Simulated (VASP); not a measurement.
Set up this calculation in VASP 6.6.1, as the native input.

```yaml
Task: single point
Functional: PBE
Potentials_or_basis: VASP PAW PBE potentials, release 64 (B)
Cutoff: 520 eV
k_mesh: 10 × 5 × 4
Occupations: fermi-dirac, width 0.03 eV
Spin: no spin polarisation
Dipole_correction: no
Further_INCAR_settings: ALGO = Normal; EDIFF = 1e-07; NBANDS = 10
```

The structure of B lies in POSCAR:

```
B
1.0
    1.6245600000      0.0000000000      0.0000000000
    0.0000000000      2.8661500000      0.0000000000
    0.0000000000      0.0000000000      3.9144000000
B
2
Direct
    0.0000000000      0.5000000000      0.6092600000
    0.5000000000      0.0000000000      0.3907400000
```

The input as run:

INCAR

```
SYSTEM = B
ALGO = Normal ; EDIFF = 1E-7
ENCUT = 520 ; GGA = PE
ISIF = 2 ; ISMEAR = -1
LASPH = .TRUE. ; LCHARG = .FALSE.
LREAL = .FALSE. ; LWAVE = .FALSE.
NBANDS = 10 ; NELM = 80
PREC = Accurate ; SIGMA = 0.03
```

KPOINTS

```
k-points
0
G
  10 5 4
  0 0 0
```

Potentials or basis: VASP PAW PBE potentials, release 64 (B).

Run with:

```sh
$ cat potpaw_PBE.64/B/POTCAR > POTCAR
$ mpirun -np 1 vasp_std > vasp.out
```

Results of the run:

The pressure is 0.2 GPa. The largest force is 0.159 eV/Å and the band gap on the k mesh is zero (band 3 reaches 10.90 eV, above the bottom of band 4 at 1.33 eV).

Caveat: the k points lie up to 0.44 Å⁻¹ apart; this functional lacks dispersion, which binds the layers, so the pressure and a relaxed spacing across them are unreliable.

Wall time 11 s on 1 thread of Intel Xeon 8259CL, on a shared host, peak memory 0.12 GiB.
